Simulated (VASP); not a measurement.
# NaHgF3: single point with r2SCAN

Crystal: NaHgF3.

```
Na Hg F
1.0
     4.49882   -0.08998    0.00000
    -0.08998    4.49882    0.00000
     0.00000    0.00000    4.49882
Na Hg F
1 1 3
Cartesian
  0.0000 0.0000 0.0000
  2.2044 2.2044 2.2494
  2.2044 2.2044 0.0000
  2.2494 -0.0450 2.2494
  -0.0450 2.2494 2.2494
```

This cell differs from its parent crystal: shear xy strain -4.0%.

* Program: VASP 6.6.1
* Task: single point
* Functional: r2SCAN
* Potentials or basis: VASP PAW PBE potentials, release 64 (Na_pv, Hg, F)
* Cutoff: 520 eV
* k mesh: 6 × 6 × 6
* Occupations: gaussian, width 0.01 eV
* Spin: no spin polarisation

The pressure is 0.5 GPa and the band gap on the k mesh is 0.83 eV (least direct gap 3.66 eV).

Stress tensor (GPa, compression positive):
```
0.47 0.09 0.00
0.09 0.47 0.00
0.00 0.00 0.50
```

Levels at points of the mesh, in eV from the valence-band top:
| k point | band 17 | band 18 | band 19 | band 20 | band 21 | band 22 | band 23 | band 24 |
| --- | --- | --- | --- | --- | --- | --- | --- | --- |
| (0.00, 0.00, 0.00) | -2.91 | -2.91 | -2.90 | -2.83 | 0.83 | 5.67 | 10.14 | 10.16 |
| (0.50, 0.00, 0.00) | -2.91 | -2.41 | -2.41 | -2.05 | 3.49 | 5.19 | 8.34 | 10.93 |
| (0.50, 0.50, 0.00) | -2.43 | -2.41 | -2.40 | 0.00 | 5.08 | 6.77 | 6.92 | 7.01 |
| (0.00, 0.00, 0.50) | -2.82 | -2.43 | -2.40 | -2.05 | 3.48 | 5.19 | 8.35 | 11.04 |
| (0.50, 0.00, 0.50) | -2.44 | -2.41 | -2.41 | 0.00 | 5.09 | 6.75 | 6.95 | 6.97 |
| (0.50, 0.50, 0.50) | -2.41 | -2.40 | 0.00 | 0.00 | 6.38 | 6.95 | 8.14 | 8.27 |

It took 5.3 min on 1 thread of AMD EPYC 9R45 96-Core Processor (Zen 5), on a shared host, peak memory 0.27 GiB.

Caveat: the cell differs from its parent crystal (shear xy strain -4.0%); the PAW data sets were made with another functional, which shifts forces and pressure a little; spin-orbit coupling is left out, which moves the levels of the heavy elements. A k mesh can miss the band edges.
